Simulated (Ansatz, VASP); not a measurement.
## Two plane-wave programs on Te3WCl2

```xyz
6
Lattice="5.2121 0.0000 0.0000 -2.6060 4.5138 0.0000 0.0000 0.0000 7.2599" Properties=species:S:1:pos:R:3 pbc="T T T"
Te    2.6060    0.0000    0.0000
Te   -1.3030    2.2569    0.0000
Te    1.3030    2.2569    0.0000
W     0.0000    0.0000    3.6299
Cl    0.0000    3.0092    3.6299
Cl    2.6060    1.5046    3.6299
```

Alike in both runs: task single point; functional PBE; k mesh 6 × 6 × 4; occupations gaussian, width 0.1 eV; no spin polarisation.

```csv
,VASP,Ansatz
version,VASP 6.6.1,Ansatz 0.2.0
potentials or method,"VASP PAW PBE potentials, release 64 (Te, W_sv, Cl), cutoff 520 eV","scalar-relativistic, plane waves, PAW"
valence electrons in the cell,46,76
```

VASP gave:

* gap on the k mesh at the Fermi level (eV): none
* pressure (GPa): 12.4
* traceless stress, the component that is largest in VASP (GPa): -13.48

Problem. Which values does Ansatz return?

Solution. gap on the k mesh at the Fermi level (eV): none; pressure (GPa): 12.3; traceless stress, the component that is largest in VASP (GPa): -13.28.

A gap of «none» marks a metal or a gap that the smearing closes. With one functional, cell and mesh, what is left measures potentials, basis and numerics. VASP's potentials hold 46 valence electrons a cell and Ansatz's 76, so a difference there can come from the potentials and not from the codes.

Neither program's run includes spin-orbit coupling.
